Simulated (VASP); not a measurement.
Na: single point with PBE

Na:

```xyz
1
Lattice="-2.4714 2.4714 2.2843 2.4714 -2.4714 2.2843 2.4714 2.4714 -2.2843" Properties=species:S:1:pos:R:3 pbc="T T T"
Na    0.0000    0.0000    0.0000
```

This cell differs from its parent crystal: Rb replaced by Na, lengths x 0.853, strained.

| Item | Value |
| --- | --- |
| Program | VASP 6.6.1 |
| Task | single point |
| Functional | PBE |
| Potentials or basis | VASP PAW PBE potentials, release 64 (Na_pv) |
| Cutoff | 520 eV |
| k mesh | 12 × 12 × 12 |
| Occupations | gaussian, width 0.1 eV |
| Spin | no spin polarisation |
| Dipole correction | no |
| Further INCAR settings | ALGO = Normal; EDIFF = 1e-07; NBANDS = 10 |

- Pressure: -1.5 GPa

Levels at points of the mesh, in eV from the Fermi level:
```tsv
k point	band 1	band 2	band 3	band 4	band 5	band 6
(0.00, 0.00, 0.00)	-25.28	-25.28	-25.28	-2.49	8.76	9.49
(0.50, 0.00, 0.00)	-25.29	-25.28	-25.28	0.79	0.94	6.44
(0.50, 0.50, 0.00)	-25.29	-25.28	-25.28	0.58	0.62	7.24
(0.50, 0.50, 0.50)	-25.28	-25.28	-25.28	3.39	3.39	3.66
```

Wall time 31 s on 1 thread of Intel(R) Xeon(R) Platinum 8375C CPU @ 2.90GHz (Ice Lake) (shared host), peak memory 0.21 GiB.

Caveat: the cell differs from its parent crystal (Rb replaced by Na, lengths x 0.853, strained).
